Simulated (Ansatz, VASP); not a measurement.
# KSn4O in VASP and in Ansatz

```xyz
6
Lattice="0.0000 4.1795 4.1795 4.1795 0.0000 4.1795 4.1795 4.1795 0.0000" Properties=species:S:1:pos:R:3 pbc="T T T"
K     0.0000    0.0000    0.0000
Sn    5.2076    3.1513    3.1513
Sn    5.2076    5.2076    5.2076
Sn    3.1513    5.2076    3.1513
Sn    3.1513    3.1513    5.2076
O     2.0897    2.0897    2.0897
```

Change from the starting cell: species swapped into the LuNi4Sn type (F-43m, No. 216).

Alike in both runs: task single point; functional PBE; k mesh 4 × 4 × 4; occupations gaussian, width 0.1 eV; no spin polarisation.

```csv
,VASP,Ansatz
version,VASP 6.6.1,Ansatz 0.2.0
potentials or method,"VASP PAW PBE potentials, release 64 (K_sv, Sn_d, O), cutoff 520 eV","scalar-relativistic, plane waves, PAW"
valence electrons in the cell,71,71
```

Ansatz gave:

| Property | Result |
| --- | --- |
| gap on the k mesh at the Fermi level (eV) | none |
| pressure (GPa) | 6.6 |
| rms of the force components (eV/Å) | 0.268 |

**Question.** Which values does VASP return?

**Answer.** gap on the k mesh at the Fermi level (eV): none; pressure (GPa): 6.6; rms of the force components (eV/Å): 0.265.

Atom by atom the forces differ by 0.002 eV/Å (rms over components). A gap of «none» marks a metal or a gap that the smearing closes.
